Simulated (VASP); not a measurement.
# Co (P6_3/mmc) in VASP: notebook

Co is run at these levels: PBE; tasks: single point.

All numbers are computed with VASP 6.6.1; they aren't measurements. Logs are shortened: lines on timing, memory, paths and dates and some standing lists are left out, and cuts for length are marked.

## 1. The cell of the first run

Symmetry: P6_3/mmc, No. 194, hexagonal system. The conventional cell has a = 2.511 Å, b = 2.511 Å, c = 4.076 Å, α = 90.00°, β = 90.00°, γ = 120.00°. Within 3.3 Å of Co (site symmetry -6m2) lie 12 Co at 2.50 to 2.51 Å.

## 2. Single point, PBE, non-collinear spin, typed start

Input file INCAR:

```
ALGO = Normal ; EDIFF = 1E-6
ENCUT = 520 ; GGA = PE
ISIF = 2 ; ISMEAR = 0
LASPH = T ; LCHARG = F
LMAXMIX = 4 ; LNONCOLLINEAR = T
LORBIT = 11 ; LREAL = F
LWAVE = F ; MAGMOM = 1.78 0 0.268 -1.78 0 0.268
NBANDS = 30 ; NELM = 150
PREC = Accurate ; SIGMA = 0.1
```

Input file KPOINTS:

```
k-points
0
Gamma
  4 4 2
```

Input file POSCAR:

```
Co
1.0
    2.5113321455      0.0000000000      0.0000000000
   -1.2556660728      2.1748774351      0.0000000000
    0.0000000000      0.0000000000      4.0760313124
Co
2
Direct
    0.3333333330      0.6666666670      0.2500000000
    0.6666666670      0.3333333330      0.7500000000
```

Potentials or basis: VASP PAW PBE potentials, release 64 (Co).

Started as:

```
$ cat potpaw_PBE.64/Co/POTCAR > POTCAR
$ mpirun -np 1 vasp_ncl > vasp.out
```

OUTCAR:

```text
EDIFF = 1E-6
   ENCUT = 520
   GGA = PE
   ISIF = 2
   ISMEAR = 0
   LASPH = T
   LNONCOLLINEAR = T
   LORBIT = 11
   LREAL = F
   NELM = 150
   PREC = Accurate

 ion  position               nearest neighbor table
   1  0.333  0.667  0.250-   2 2.50   2 2.50   2 2.50   2 2.50   2 2.50   2 2.50
   2  0.667  0.333  0.750-   1 2.50   1 2.50   1 2.50   1 2.50   1 2.50   1 2.50

  LATTYP: Found a hexagonal cell.
 ALAT       =     2.5113321455
 C/A-ratio  =     1.6230554448

  Lattice vectors:

 A1 = (   2.5113321455,   0.0000000000,   0.0000000000)
 A2 = (  -1.2556660728,   2.1748774351,   0.0000000000)
 A3 = (   0.0000000000,   0.0000000000,   4.0760313124)

Analysis of symmetry for initial positions (statically):
=====================================================================
 Subroutine PRICEL returns:
 Original cell was already a primitive cell.

 Routine SETGRP: Setting up the symmetry group for a
 hexagonal supercell.

 Subroutine GETGRP returns: Found 24 space group operations
 (whereof 12 operations were pure point group operations)
 out of a pool of 24 trial point group operations.

The static configuration has the point symmetry D_3d.
 The point group associated with its full space group is D_6h.

Analysis of symmetry for dynamics (positions and initial velocities):
=====================================================================
 Subroutine PRICEL returns:
 Original cell was already a primitive cell.

 Routine SETGRP: Setting up the symmetry group for a
 hexagonal supercell.

 Subroutine GETGRP returns: Found 24 space group operations
 (whereof 12 operations were pure point group operations)
 out of a pool of 24 trial point group operations.

The dynamic configuration has the point symmetry D_3d.
 The point group associated with its full space group is D_6h.

Analysis of structural, dynamic, and magnetic symmetry:
=====================================================================
 Subroutine PRICEL returns:
 Original cell was already a primitive cell.

 Routine SETGRP: Setting up the symmetry group for a
 hexagonal supercell.

 Subroutine GETGRP returns: Found  2 space group operations
 (whereof  1 operations were pure point group operations)
 out of a pool of 24 trial point group operations.

The overall configuration has the point symmetry C_1 .
 The point group associated with its full space group is C_2 .

[... 122 lines left out ...]
   LEPSILON=     F    determine dielectric tensor
   LRPA    =     F    only Hartree local field effects (RPA)
 Gauss-broadening in eV      SIGMA  =   0.10
  energy-cutoff  :      520.00
  volume of cell :       22.26
 maximum number of plane-waves:      1212
 NGX is ok and might be reduce to    20
   NGX =  9   NGY =  9   NGZ = 15

 number of electron      18.0000003 magnetization      -0.0000000     -0.0000000     -0.4896350

 number of electron      18.0000003 magnetization      -0.0000000      0.0000000     -0.0352884

 number of electron      18.0000003 magnetization       0.0000000      0.0000000      0.0010088

 number of electron      18.0000003 magnetization      -0.0000000      0.0000000      0.0027427

 Free energy of the ion-electron system (eV)
  ---------------------------------------------------
  ext. energy  EPLUGINS =         0.00000000
  ---------------------------------------------------
  free energy    TOTEN  =       -13.69825530 eV

  energy without entropy =      -13.67396388  energy(sigma->0) =      -13.68610959

 E-fermi :   9.9142     XC(G=0): -13.2678

 val. band max:        9.8765600568   @ k =   0.0000   0.0000   0.0000
 cond. band min:       9.9291757981   @ k =  -0.2500   0.5000   0.0000
 fundamental gap:      0.0526157414
 Fermi energy:         9.9142127488

 k-point     1 :       0.0000    0.0000    0.0000
  band No.  band energies     occupation
      1       1.1247      1.00000
      2       1.1248      1.00000
      3       5.3237      1.00000
      4       5.3245      1.00000
      5       8.0348      1.00000
      6       8.0365      1.00000
[... 649 lines left out ...]
     29      21.3648      0.00000
     30      21.3649      0.00000

------------------------ aborting loop because EDIFF is reached ----------------------------------------

  FORCE on cell =-STRESS in cart. coord.  units (eV):
  Direction    XX          YY          ZZ          XY          YZ          ZX
  --------------------------------------------------------------------------------------
  -------------------------------------------------------------------------------------
  Total       -2.8565944     -2.8564820     -1.7623147      0.0000759      0.0000000      0.0000000
  in kB     -205.5808730   -205.5727883   -126.8287155      0.0054650      0.0000000      0.0000000
  external PRESSURE =    -179.3274589 kB  Pullay stress =       0.0000000 kB

 VOLUME and BASIS-vectors are now :
 -----------------------------------------------------------------------------
  energy-cutoff  :      520.00
  volume of cell :       22.26
      direct lattice vectors                 reciprocal lattice vectors
     2.511332145  0.000000000  0.000000000     0.398195038  0.229898013  0.000000000
    -1.255666073  2.174877435  0.000000000     0.000000000  0.459796025  0.000000000
     0.000000000  0.000000000  4.076031312     0.000000000  0.000000000  0.245336683

 POSITION                                       TOTAL-FORCE (eV/Angst)
 -----------------------------------------------------------------------------------
     -0.00000      1.44992      1.01901        -0.000005      0.000006      0.000000
      1.25567      0.72496      3.05702         0.000005     -0.000006      0.000000
 -----------------------------------------------------------------------------------
    total drift:                               -0.000000      0.000000      0.000001

  FREE ENERGIE OF THE ION-ELECTRON SYSTEM (eV)
  ---------------------------------------------------
  free  energy   TOTEN  =       -13.6982553015 eV

  energy  without entropy=      -13.6739638791  energy(sigma->0) =      -13.68610959

 total charge

# of ion       s       p       d       tot
------------------------------------------
    1        0.468   0.485   7.272   8.225
    2        0.468   0.485   7.272   8.225
--------------------------------------------------
tot          0.935   0.971  14.544  16.450

 magnetization (x)

# of ion       s       p       d       tot
------------------------------------------
    1       -0.000   0.000   0.005   0.005
    2        0.000  -0.000  -0.005  -0.005
--------------------------------------------------
tot          0.000   0.000   0.000   0.000

 magnetization (y)

# of ion       s       p       d       tot
------------------------------------------
    1       -0.000  -0.000  -0.000  -0.000
    2        0.000   0.000   0.000   0.000
--------------------------------------------------
tot          0.000   0.000   0.000   0.000

 magnetization (z)

# of ion       s       p       d       tot
------------------------------------------
    1       -0.000  -0.000   0.004   0.003
    2       -0.000  -0.000   0.004   0.003
--------------------------------------------------
tot         -0.000  -0.000   0.007   0.007
```

OSZICAR:

```text
N       E                     dE             d eps       ncg     rms          rms(c)
DAV:   1     0.117521690282E+03    0.11752E+03   -0.78583E+03  1216   0.163E+03
DAV:   2    -0.864326086643E+01   -0.12616E+03   -0.11804E+03  1200   0.309E+02
DAV:   3    -0.159113257459E+02   -0.72681E+01   -0.68653E+01  1332   0.994E+01
[... 13 lines left out ...]
DAV:  57    -0.136981732362E+02   -0.98573E-04   -0.20526E-04  1822   0.209E-01    0.105E-01
DAV:  58    -0.136982333821E+02   -0.60146E-04   -0.35038E-05  1894   0.189E-01    0.659E-02
DAV:  59    -0.136982428128E+02   -0.94307E-05   -0.29244E-05  1834   0.100E-01    0.571E-02
DAV:  60    -0.136982545359E+02   -0.11723E-04   -0.17739E-05  1384   0.221E-01    0.252E-02
DAV:  61    -0.136982553015E+02   -0.76568E-06   -0.62269E-06  1454   0.390E-02
   1 F= -.13698255E+02 E0= -.13686110E+02  d E =-.242914E-01  mag=     0.0000    -0.0000     0.0046
```

stdout:

```text
POSCAR found type information on POSCAR Co
 POSCAR found :  1 types and       2 ions
 scaLAPACK will be used
 LDA part: xc-table for (Slater+PW92), standard interpolation
 POSCAR, INCAR and KPOINTS ok, starting setup
 FFT: planning ... GRIDC
 FFT: planning ... GRID_SOFT
 FFT: planning ... GRID
 WAVECAR not read
 entering main loop
```

Wall time 1.8 min (1 thread of Intel Xeon Platinum 8488C (Sapphire Rapids), shared host); peak memory 0.19 GiB.

What came out:

| Property | Result |
| --- | --- |
| Free energy | -13.6983 eV |
| Pressure | -17.9 GPa |
| Band gap on the k mesh | zero (band 18 reaches 10.11 eV, above the bottom of band 19 at 9.21 eV) |
| Net moment | 0.00 μB per cell |
| Valence electrons inside the program's atomic spheres | Co 8.22 |

Stress tensor (GPa, compression positive):
```
-20.56   0.00   0.00
  0.00 -20.56   0.00
  0.00   0.00 -12.68
```

Moments on the atoms (μB; x, y, z):
```
Co   0.01  0.00  0.00
Co  -0.01  0.00  0.00
```

Caveat: the k points lie up to 0.77 Å⁻¹ apart; the starting moments collapsed, and a magnetic state may lie lower.

## 3. Single point, PBE, non-collinear spin, typed start

Input file INCAR:

```
ALGO = Normal
EDIFF = 1E-6
ENCUT = 520
GGA = PE
ISIF = 2
ISMEAR = 0
LASPH = T
LCHARG = F
LMAXMIX = 4
LNONCOLLINEAR = T
LORBIT = 11
LREAL = F
LWAVE = F
MAGMOM = 0 0 1.8 0 0 1.8
NBANDS = 30
NELM = 150
PREC = Accurate
SIGMA = 0.1
```

KPOINTS is that of step 2.

POSCAR is that of step 2.

Potentials or basis: VASP PAW PBE potentials, release 64 (Co).

Started as:

```
$ cat potpaw_PBE.64/Co/POTCAR > POTCAR
$ mpirun -np 1 vasp_ncl > vasp.out
```

OUTCAR:

```text
EDIFF = 1E-6
   ENCUT = 520
   GGA = PE
   ISIF = 2
   ISMEAR = 0
   LASPH = T
   LNONCOLLINEAR = T
   LORBIT = 11
   LREAL = F
   NELM = 150
   PREC = Accurate

 ion  position               nearest neighbor table
   1  0.333  0.667  0.250-   2 2.50   2 2.50   2 2.50   2 2.50   2 2.50   2 2.50
   2  0.667  0.333  0.750-   1 2.50   1 2.50   1 2.50   1 2.50   1 2.50   1 2.50

  LATTYP: Found a hexagonal cell.
 ALAT       =     2.5113321455
 C/A-ratio  =     1.6230554448

  Lattice vectors:

 A1 = (   2.5113321455,   0.0000000000,   0.0000000000)
 A2 = (  -1.2556660728,   2.1748774351,   0.0000000000)
 A3 = (   0.0000000000,   0.0000000000,   4.0760313124)

Analysis of symmetry for initial positions (statically):
=====================================================================
 Subroutine PRICEL returns:
 Original cell was already a primitive cell.

 Routine SETGRP: Setting up the symmetry group for a
 hexagonal supercell.

 Subroutine GETGRP returns: Found 24 space group operations
 (whereof 12 operations were pure point group operations)
 out of a pool of 24 trial point group operations.
[... 445 lines left out ...]
  in kB      -54.6011183    -54.6011183    -18.2789024     -0.0000279      0.0000000      0.0000000
  external PRESSURE =     -42.4937130 kB  Pullay stress =       0.0000000 kB

 VOLUME and BASIS-vectors are now :
 -----------------------------------------------------------------------------
  energy-cutoff  :      520.00
  volume of cell :       22.26
      direct lattice vectors                 reciprocal lattice vectors
     2.511332145  0.000000000  0.000000000     0.398195038  0.229898013  0.000000000
    -1.255666073  2.174877435  0.000000000     0.000000000  0.459796025  0.000000000
     0.000000000  0.000000000  4.076031312     0.000000000  0.000000000  0.245336683

 POSITION                                       TOTAL-FORCE (eV/Angst)
 -----------------------------------------------------------------------------------
     -0.00000      1.44992      1.01901         0.000000     -0.000000     -0.000000
      1.25567      0.72496      3.05702        -0.000000      0.000000      0.000000
 -----------------------------------------------------------------------------------
    total drift:                               -0.000000      0.000000     -0.000000

  FREE ENERGIE OF THE ION-ELECTRON SYSTEM (eV)
  ---------------------------------------------------
  free  energy   TOTEN  =       -14.0364387671 eV

  energy  without entropy=      -14.0264246162  energy(sigma->0) =      -14.03143169

 total charge

# of ion       s       p       d       tot
------------------------------------------
    1        0.482   0.485   7.263   8.229
    2        0.482   0.485   7.263   8.229
--------------------------------------------------
tot          0.963   0.969  14.526  16.458

 magnetization (x)

# of ion       s       p       d       tot
------------------------------------------
    1        0.000   0.000  -0.000   0.000
    2        0.000  -0.000  -0.000  -0.000
--------------------------------------------------
tot          0.000  -0.000  -0.000  -0.000

 magnetization (y)

# of ion       s       p       d       tot
------------------------------------------
    1       -0.000   0.000   0.000  -0.000
    2        0.000   0.000   0.000   0.000
--------------------------------------------------
tot         -0.000   0.000   0.000   0.000

 magnetization (z)

# of ion       s       p       d       tot
------------------------------------------
    1       -0.011  -0.035   1.748   1.701
    2       -0.011  -0.035   1.748   1.701
--------------------------------------------------
tot         -0.022  -0.071   3.495   3.403
```

stdout:

```text
POSCAR found type information on POSCAR Co
 POSCAR found :  1 types and       2 ions
 scaLAPACK will be used
 LDA part: xc-table for (Slater+PW92), standard interpolation
 POSCAR, INCAR and KPOINTS ok, starting setup
 FFT: planning ... GRIDC
 FFT: planning ... GRID_SOFT
 FFT: planning ... GRID
 WAVECAR not read
 entering main loop
```

Run time: 38 s. Hardware: 1 thread of Intel Xeon Platinum 8488C (Sapphire Rapids), shared host; peak memory 0.18 GiB.

Results:

- Free energy: -14.0364 eV
- Pressure: -4.2 GPa
- Band gap on the k mesh: zero (band 18 reaches 11.12 eV, above the bottom of band 19 at 8.99 eV)
- Net moment: 3.37 μB per cell
- Valence electrons inside the program's atomic spheres: Co 8.23

Levels at points of the mesh, in eV from the Fermi level:
| k point | band 16 | band 17 | band 18 | band 19 | band 20 | band 21 |
| --- | --- | --- | --- | --- | --- | --- |
| (0.00, 0.00, 0.00) | -0.80 | -0.53 | -0.53 | -0.15 | -0.13 | -0.08 |
| (0.50, 0.00, 0.00) | -0.59 | -0.49 | 1.20 | 1.21 | 1.32 | 1.35 |
| (0.00, 0.00, 0.50) | -1.11 | -0.93 | -0.93 | -0.93 | -0.93 | 0.75 |
| (0.50, 0.00, 0.50) | 0.01 | 0.34 | 0.34 | 1.29 | 1.29 | 1.52 |

Moments on the atoms (μB; x, y, z):
```
Co  0.00 0.00 1.70
Co  0.00 0.00 1.70
```

Caveat: the k points lie up to 0.77 Å⁻¹ apart.
